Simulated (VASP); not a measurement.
Runs of VASP 6.6.1 on Pd. The structure is that of space group P6_3/mmc (No. 194), or close to it. The cells are those of the table. This isn't the form of Pd at room conditions, which is fcc.

```csv
task,level,potentials or basis,cell,cutoff (eV),share of exact exchange,screening parameter,gap on the mesh (eV),pressure (GPa)
relaxation of cell and atoms,B3LYP,"VASP PAW PBE potentials, release 64 (Pd)","relaxed from a = 2.784, b = 2.784, c = 4.629 Å, angles 90.0, 90.0, 120.0°, 2 atoms",600,0.2,-,none,0.0
single point,HSE06,"VASP PAW PBE potentials, release 64 (Pd_sv_GW)","a = 2.784, b = 2.784, c = 4.629 Å, angles 90.0, 90.0, 120.0°, 2 atoms",470,0.25,0.2079 1/Å,none,-10.9
single point,r2SCAN50,"VASP PAW PBE potentials, release 64 (Pd)","a = 2.784, b = 2.784, c = 4.629 Å, angles 90.0, 90.0, 120.0°, 2 atoms",520,0.5,-,none,-10.9
single point,r2SCANh,"VASP PAW PBE potentials, release 64 (Pd)","a = 2.784, b = 2.784, c = 4.629 Å, angles 90.0, 90.0, 120.0°, 2 atoms",520,0.1,-,none,(a)
single point,B3LYP,"VASP PAW PBE potentials, release 64 (Pd_sv_GW)","a = 2.769, b = 2.769, c = 4.733 Å, angles 90.0, 90.0, 120.0°, 2 atoms",470,0.2,-,none,-3.2
```

Alike in all rows: no spin polarisation; k mesh 6 × 6 × 3; smearing fermi-dirac 0.05 eV.

Problem. Estimate the missing entries.

Solution. (a) -7.8.

Caveats: all runs use coarse meshes; the PAW data sets were made with another functional, which shifts forces and pressure a little.

A k mesh can miss the band edges, and the runs leave out spin-orbit coupling on Pd.

A gap of «none» marks levels without a gap at the run's occupations.

The runs don't all hold the same shells in valence.
